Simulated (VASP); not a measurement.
# Mg6F in VASP: a series of runs

Runs on Mg6F. Level: PBE. Tasks: single point.

All numbers are computed with VASP 6.6.1; they aren't measurements. Logs are shortened: lines on timing, memory, paths and dates and some standing lists are left out, and cuts for length are marked.

### 1 The cell of the first run

The cell holds a slab with vacuum, 7 atoms: a = 3.203 Å, b = 7.978 Å, c = 20.985 Å, α = 90.00°, β = 90.00°, γ = 101.58°.

### 2 Single point, PBE

Input file INCAR:

```
PREC     = Accurate       # precision mode
ENCUT    = 520            # plane-wave cutoff, eV
EDIFF    = 1E-6           # SCF threshold, eV
ISMEAR   = 0              # smearing method
SIGMA    = 0.1            # smearing width, eV
LREAL    = False          # projectors in reciprocal space
LASPH    = True           # aspherical terms in the spheres
NELM     = 60             # most SCF steps
ALGO     = Normal         # electronic algorithm
ISIF     = 2              # what is computed and relaxed
LWAVE    = False          # write WAVECAR
LCHARG   = False          # write CHGCAR
LDIPOL   = True         
IDIPOL   = 3            
DIPOL    = 0.5 0.5 0.318
GGA      = PE             # functional
NBANDS   = 18             # bands
```

Input file KPOINTS:

```
regular mesh
0
Gamma
  9 4 1
```

Input file POSCAR:

```
Mg6F
1.0
    3.2034417932      0.0000000000      0.0000000000
   -1.6017208966      7.8153198520      0.0000000000
    0.0000000000      0.0000000000     20.9851131634
Mg F
6 1
Direct
    0.8493879956      0.6987759913      0.1906113143
    0.5210014932      0.0420029864      0.2197581863
    0.1926149907      0.3852299814      0.2489050583
    0.3710660944      0.7414803149      0.3283003664
    0.0426232582      0.0834482649      0.3542380799
    0.7128162912      0.4251093731      0.3805132287
    0.7128162912      0.9251093731      0.5010748849
```

Potentials or basis: VASP PAW PBE potentials, release 64 (Mg, F).

On the command line:

```console
cat potpaw_PBE.64/Mg/POTCAR potpaw_PBE.64/F/POTCAR > POTCAR
mpirun -np 1 vasp_std > vasp.out
```

OUTCAR:

```text
PREC = Accurate
   ENCUT = 520
   EDIFF = 1E-6
   ISMEAR = 0
   LREAL = False
   LASPH = True
   NELM = 60
   ISIF = 2
   GGA = PE

 ion  position               nearest neighbor table
   1  0.849  0.699  0.191-   3 3.17   3 3.17   2 3.18   2 3.18   4 3.32   4 3.32
   2  0.521  0.042  0.220-   3 3.18   3 3.18   1 3.18   1 3.18   5 3.26   5 3.26   4 3.27
   3  0.193  0.385  0.249-   1 3.17   1 3.17   2 3.18   2 3.18   6 3.21   6 3.21   5 3.23   4 3.24

   4  0.371  0.741  0.328-   6 3.14   6 3.14   5 3.16   5 3.16   3 3.24   2 3.27   1 3.32   1 3.32

   5  0.043  0.083  0.354-   6 3.16   4 3.16   6 3.16   4 3.16   3 3.23   2 3.26   2 3.26
   6  0.713  0.425  0.381-   4 3.14   4 3.14   5 3.16   5 3.16   3 3.21   3 3.21
   7  0.713  0.925  0.501-

  LATTYP: Found a base centered orthorhombic cell.
 ALAT       =     3.2034417932
 B/A-ratio  =     4.8793268968
 C/A-ratio  =     6.5508020804

  Lattice vectors:

 A1 = (   1.6017208966,  -7.8153198520,   0.0000000000)
 A2 = (   1.6017208966,   7.8153198520,   0.0000000000)
 A3 = (   0.0000000000,   0.0000000000,  20.9851131634)

Analysis of symmetry for initial positions (statically):
=====================================================================
 Subroutine PRICEL returns:
 Original cell was already a primitive cell.

 Routine SETGRP: Setting up the symmetry group for a
 base centered orthorhombic supercell.

 Subroutine GETGRP returns: Found  1 space group operations
 (whereof  1 operations were pure point group operations)
 out of a pool of  8 trial point group operations.

The static configuration has the point symmetry C_1 .

Analysis of symmetry for dynamics (positions and initial velocities):
=====================================================================
 Subroutine PRICEL returns:
 Original cell was already a primitive cell.

 Routine SETGRP: Setting up the symmetry group for a
 base centered orthorhombic supercell.

 Subroutine GETGRP returns: Found  1 space group operations
 (whereof  1 operations were pure point group operations)
 out of a pool of  8 trial point group operations.

The dynamic configuration has the point symmetry C_1 .

 Subroutine INISYM returns: Found  1 space group operations
 (whereof  1 operations are pure point group operations),
 and found     1 'primitive' translations

----------------------------------------------------------------------------------------

                                     Primitive cell

  volume of cell :     525.3817

  direct lattice vectors                    reciprocal lattice vectors
     3.203441793  0.000000000  0.000000000     0.312164249  0.063976908  0.000000000
    -1.601720897  7.815319852  0.000000000     0.000000000  0.127953816  0.000000000
     0.000000000  0.000000000 20.985113163     0.000000000  0.000000000  0.047652829

  length of vectors
     3.203441793  7.977764989 20.985113163     0.318652731  0.127953816  0.047652829

  position of ions in fractional coordinates (direct lattice)
     0.849387996  0.698775991  0.190611314
     0.521001493  0.042002986  0.219758186
     0.192614991  0.385229981  0.248905058
     0.371066094  0.741480315  0.328300366
     0.042623258  0.083448265  0.354238080
     0.712816291  0.425109373  0.380513229
     0.712816291  0.925109373  0.501074885

  ion indices of the primitive-cell ions
   primitive index   ion index
                 1           1
                 2           2
                 3           3
                 4           4
                 5           5
                 6           6
                 7           7

----------------------------------------------------------------------------------------

 KPOINTS: regular mesh

Automatic generation of k-mesh.
 Grid dimensions read from file:
 generate k-points for:    9    4    1

 Generating k-lattice:

  Cartesian coordinates                     Fractional coordinates (reciprocal lattice)
     0.034684917  0.007108545  0.000000000     0.111111111 -0.000000000  0.000000000
     0.000000000  0.031988454  0.000000000     0.000000000  0.250000000  0.000000000
[... 19 lines left out ...]
|                                                                             |
|        The reciprocal lattice is base centered orthorhombic,                |
|        whereas your k-lattice is simple monoclinic.                         |
|                                                                             |
|     Results are often still useful ...                                      |
|                                                                             |
 -----------------------------------------------------------------------------

 WARNING: IBZKPT: internal override: KBLOWUP is changed to .FALSE.
      ... skipping the blow-up phase ...

 Subroutine IBZKPT returns following result:
 ===========================================

 Found     19 irreducible k-points:

 Following reciprocal coordinates:
            Coordinates               Weight
  0.000000  0.000000  0.000000      1.000000
  0.111111 -0.000000  0.000000      2.000000
  0.222222 -0.000000  0.000000      2.000000
  0.333333 -0.000000  0.000000      2.000000
  0.444444 -0.000000  0.000000      2.000000
  0.000000  0.250000  0.000000      2.000000
[... 11 lines left out ...]
  0.333333  0.500000  0.000000      2.000000
  0.444444  0.500000  0.000000      2.000000
   k-points           NKPTS =     19   k-points in BZ     NKDIM =     19   number of bands    NBANDS=     18
   number of dos      NEDOS =    301   number of ions     NIONS =      7
   total plane-waves  NPLWV = 230400
   dimension x,y,z NGX =    24 NGY =   60 NGZ =  160
   dimension x,y,z NGXF=    48 NGYF=  120 NGZF=  320
   ions per type =               6   1
   NGX,Y,Z   is equivalent  to a cutoff of  12.46, 12.50, 12.68 a.u.
   NGXF,Y,Z  is equivalent  to a cutoff of  24.91, 25.01, 25.35 a.u.
 SYSTEM =  unknown system
   PREC   = accura    normal or accurate (medium, high low for compatibility)
   ISTART =      0    job   : 0-new  1-cont  2-samecut
   ICHARG =      2    charge: 1-file 2-atom 10-const
   ISPIN  =      1    spin polarized calculation?
   LNONCOLLINEAR =      F non collinear calculations
   LSORBIT =      F    spin-orbit coupling
   LASPH  =      T    aspherical Exc in radial PAW
   ENCUT  =  520.0 eV  38.22 Ry    6.18 a.u.   5.96 14.83 39.02*2*pi/ulx,y,z
   NELM   =     60;   NELMIN=  2; NELMDL= -5     # of ELM steps
   EDIFF  = 0.1E-05   stopping-criterion for ELM
   LREAL  =      F    real-space projection
   EDIFFG = 0.1E-04   stopping-criterion for IOM
   NSW    =      0    number of steps for IOM
   IBRION =     -1    ionic relax: 0-MD 1-quasi-New 2-CG
   NFREE  =      0    steps in history (QN), initial steepest desc. (CG)
   ISIF   =      2    stress and relaxation
   ISYM   =      2    0-nonsym 1-usesym 2-fastsym
   POTIM  = 0.5000    time-step for ionic-motion
   TEBEG  =    0.0;   TEEND  =   0.0 temperature during run
   PSTRESS=    0.0 pullay stress
   NELECT =      19.0000    total number of electrons
   NUPDOWN=      -1.0000    fix difference up-down
   EMIN   =  10.00;   EMAX   =-10.00  energy-range for DOS
   EFERMI =   0.00;   METHOD = LEGACY
   ISMEAR =     0;   SIGMA  =   0.10  broadening in eV -4-tet -1-fermi 0-gaus
   EFERMI_NEDOS =   21; number of points for ismear=-14 and -15
   IALGO  =     38    algorithm
   IMIX   =      4    mixing-type and parameters
     AMIX     =   0.40;   BMIX     =  1.00
     AMIX_MAG =   1.60;   BMIX_MAG =  1.00
  volume/ion in A,a.u.               =      75.05       506.49
  Fermi-wavevector in a.u.,A,eV,Ry     =   0.541379  1.023057  3.987742  0.293091
  Thomas-Fermi vector in A             =   1.568933
   LORBIT       =      0    0 simple, 1 ext, 2 COOP (PROOUT), +10 PAW based schemes
   GGA     = PE    functional components
   LHFCALC =     F    Hartree Fock is set to
   AEXX    =    0.0000 exact exchange contribution
   IVDW    =     0    specifies the selected vdW correction
   LEPSILON=     F    determine dielectric tensor
   LRPA    =     F    only Hartree local field effects (RPA)
 non-spin polarized calculation
 Gauss-broadening in eV      SIGMA  =   0.10
  energy-cutoff  :      520.00
  volume of cell :      525.38
 maximum number of plane-waves:     14191
   NGX = 11   NGY = 29   NGZ = 79

 number of electron      19.0000001 magnetization

 dipolmoment           0.000000      0.000000      0.650061 electrons x Angstroem

 Free energy of the ion-electron system (eV)
  ---------------------------------------------------
  ext. energy  EPLUGINS =         0.00000000
  ---------------------------------------------------
  free energy    TOTEN  =        -9.46039595 eV

  energy without entropy =       -9.43262150  energy(sigma->0) =       -9.44650873

 E-fermi :  -3.3691     XC(G=0):  -3.3083

 val. band max:       -3.3978191963   @ k =   0.1111  -0.0000   0.0000
 cond. band min:      -3.3472187144   @ k =   0.0000   0.5000   0.0000
 fundamental gap:      0.0506004818
 Fermi energy:        -3.3690702681

 k-point     1 :       0.0000    0.0000    0.0000
  band No.  band energies     occupation
      1     -22.2943      2.00000
      2      -9.4989      2.00000
      3      -7.5219      2.00000
      4      -7.1027      2.00000
      5      -6.7733      2.00000
      6      -5.1684      2.00000
[... 376 lines left out ...]
      5      -4.3637      2.00000
      6      -4.0482      2.00000
[... 10 lines left out ...]
     17      -0.1745      0.00000
     18      -0.0130      0.00000

------------------------ aborting loop because EDIFF is reached ----------------------------------------

 vacuum level on the upper side and lower side of the slab       (xc-potential included)         2.284        -2.297

  FORCE on cell =-STRESS in cart. coord.  units (eV):
  Direction    XX          YY          ZZ          XY          YZ          ZX
  --------------------------------------------------------------------------------------
  -------------------------------------------------------------------------------------
  Total       -2.8279290     -1.1544183     -4.2308776     -0.4266965      0.4785713      0.1202183
  in kB       -8.6239091     -3.5204557    -12.9022704     -1.3012321      1.4594267      0.3666117
  external PRESSURE =      -8.3488784 kB  Pullay stress =       0.0000000 kB

 VOLUME and BASIS-vectors are now :
 -----------------------------------------------------------------------------
  energy-cutoff  :      520.00
  volume of cell :      525.38
      direct lattice vectors                 reciprocal lattice vectors
     3.203441793  0.000000000  0.000000000     0.312164249  0.063976908  0.000000000
    -1.601720897  7.815319852  0.000000000     0.000000000  0.127953816  0.000000000
     0.000000000  0.000000000 20.985113163     0.000000000  0.000000000  0.047652829

 POSITION                                       TOTAL-FORCE (eV/Angst)
 -----------------------------------------------------------------------------------
      1.60172      5.46116      4.00000         0.000636      0.025628      0.141516
      1.60172      0.32827      4.61165        -0.003385     -0.017014      0.092905
      0.00000      3.01070      5.22330         0.000950     -0.011724     -0.111828
      0.00104      5.79491      6.88942         0.016159      0.055553      0.167522
      0.00288      0.65217      7.43373        -0.055599     -0.257730      0.706303
      1.60256      3.32237      7.98511         0.000458      0.043423      0.231946
      0.80170      7.23003     10.51511         0.040781      0.161864     -1.228365
 -----------------------------------------------------------------------------------
    total drift:                                0.000596     -0.000070      0.000583

  FREE ENERGIE OF THE ION-ELECTRON SYSTEM (eV)
  ---------------------------------------------------
  free  energy   TOTEN  =        -9.4603959539 eV

  energy  without entropy=       -9.4326215002  energy(sigma->0) =       -9.44650873

 vacuum level on the upper side and lower side of the slab         4.860         0.162
```

Run time: 4 min. Hardware: 1 thread of AMD EPYC 7R43 (Zen 3), shared host; peak memory 0.54 GiB.

What came out:

* Free energy: -9.4604 eV
* Largest force: 1.240 eV/Å

Forces in eV/Å, atoms in the order of the input:
```
Mg   0.001  0.026  0.142
Mg  -0.003 -0.017  0.093
Mg   0.001 -0.012 -0.112
Mg   0.016  0.056  0.168
Mg  -0.056 -0.258  0.706
Mg   0.000  0.043  0.232
F    0.041  0.162 -1.228
```

Levels at points of the mesh, in eV from the Fermi level:
```csv
k point,band 5,band 6,band 7,band 8,band 9,band 10,band 11,band 12,band 13,band 14
"(0.00, 0.00, 0.00)",-3.40,-1.80,-1.54,-0.75,-0.36,-0.18,0.04,0.99,1.47,2.69
"(0.00, 0.50, 0.00)",-3.18,-0.99,-0.70,-0.55,-0.43,-0.24,0.02,0.04,1.23,1.98
```

Caveat: an odd number of electrons without spin polarisation forces a metal; a magnetic or distorted state may lie lower.

### 3 Single point, PBE

Input file INCAR:

```
ALGO = Normal ; DIPOL = 0.5 0.5 0.326
EDIFF = 1E-6 ; ENCUT = 520
GGA = PE ; IDIPOL = 3
ISIF = 2 ; ISMEAR = 0
LASPH = True ; LCHARG = True
LDIPOL = True ; LELF = True
LREAL = False ; LVACPOTAV = True
LVHAR = True ; LWAVE = False
NBANDS = 18 ; NELM = 60
PREC = Accurate ; SIGMA = 0.1
```

Input file KPOINTS:

```
k-points
0
Gamma
  9 4 1
```

POSCAR: that of step 2 with these lines changed.

```diff
@@ -14,2 +14,2 @@
     0.7128162912      0.4251093731      0.3805132287
-    0.7128162912      0.9251093731      0.5010748849
+    0.7128162912      0.9251093731      0.5582582792
```

Potentials or basis: VASP PAW PBE potentials, release 64 (Mg, F).

On the command line:

```console
cat potpaw_PBE.64/Mg/POTCAR potpaw_PBE.64/F/POTCAR > POTCAR
mpirun -np 1 vasp_std > vasp.out
```

Wall time 5.7 min (1 thread of AMD EPYC 7R43 (Zen 3), shared host); peak memory 0.54 GiB.

The run converged. Its results:

```
Free energy   : -8.5635 eV
Largest force : 0.426 eV/Å
```

Forces on the atoms (eV/Å):
```
Mg   0.001  0.017  0.112
Mg  -0.001 -0.039  0.044
Mg   0.001  0.021 -0.140
Mg   0.001  0.009  0.027
Mg  -0.005 -0.057  0.185
Mg   0.000  0.026  0.198
F    0.003  0.024 -0.425
```

Levels at points of the mesh, in eV from the Fermi level:
```
           k point  band 7  band 8  band 9  band 10  band 11  band 12  band 13  band 14
(0.00, 0.00, 0.00)   -1.55   -0.60   -0.20    -0.19     0.07     0.96     1.32     2.57
(0.00, 0.50, 0.00)   -0.55   -0.44   -0.32    -0.18    -0.14     0.07     1.16     1.91
```

Caveat: an odd number of electrons without spin polarisation forces a metal; a magnetic or distorted state may lie lower.

(Continued in part 2 of 2.)
